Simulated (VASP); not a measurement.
Wanted: the native input for a VASP 6.6.1 run.

```
Task                   : single point
Functional             : PBEsol
Potentials or basis    : VASP PAW PBE potentials, release 64 (V_sv)
Cutoff                 : 520 eV
k mesh                 : 20 × 20 × 20
Occupations            : gaussian, width 0.1 eV
Spin                   : no spin polarisation
Dipole correction      : no
Further INCAR settings : ALGO = Normal; EDIFF = 1e-06; NBANDS = 12
```

The structure of V lies in POSCAR:

```
V
1.0
   -1.4698096083      1.4698096083      1.4698096083
    1.4698096083     -1.4698096083      1.4698096083
    1.4698096083      1.4698096083     -1.4698096083
V
1
Direct
    0.0000000000      0.0000000000      0.0000000000
```

The input as run:

INCAR

```
SYSTEM = V
PREC     = Accurate       ! precision mode
ENCUT    = 520            ! plane-wave cutoff, eV
EDIFF    = 1E-6           ! SCF threshold, eV
ISMEAR   = 0              ! smearing method
SIGMA    = 0.1            ! smearing width, eV
LREAL    = .FALSE.        ! projectors in reciprocal space
LASPH    = .TRUE.         ! aspherical terms in the spheres
NELM     = 60             ! most SCF steps
ALGO     = Normal         ! electronic algorithm
ISIF     = 2              ! what is computed and relaxed
LWAVE    = .FALSE.        ! write WAVECAR
LCHARG   = .FALSE.        ! write CHGCAR
GGA      = PS             ! functional
NBANDS   = 12             ! bands
```

KPOINTS

```
Automatic mesh
0
G
  20 20 20
  0 0 0
```

Potentials or basis: VASP PAW PBE potentials, release 64 (V_sv).

Launch:

```console
$ cat potpaw_PBE.64/V_sv/POTCAR > POTCAR
$ mpirun -np 1 vasp_std > vasp.out
```

Results of the run:

```
Pressure               : 4.2 GPa
Band gap on the k mesh : zero (an odd number of electrons rules out a gap without spin polarisation)
```

Caveat: the cell stands under pressure; the PAW data sets were made with another functional, which shifts forces and pressure a little.

Wall time 36 s on 1 thread of Intel Xeon 8259CL, with other jobs on the host, peak memory 0.16 GiB.
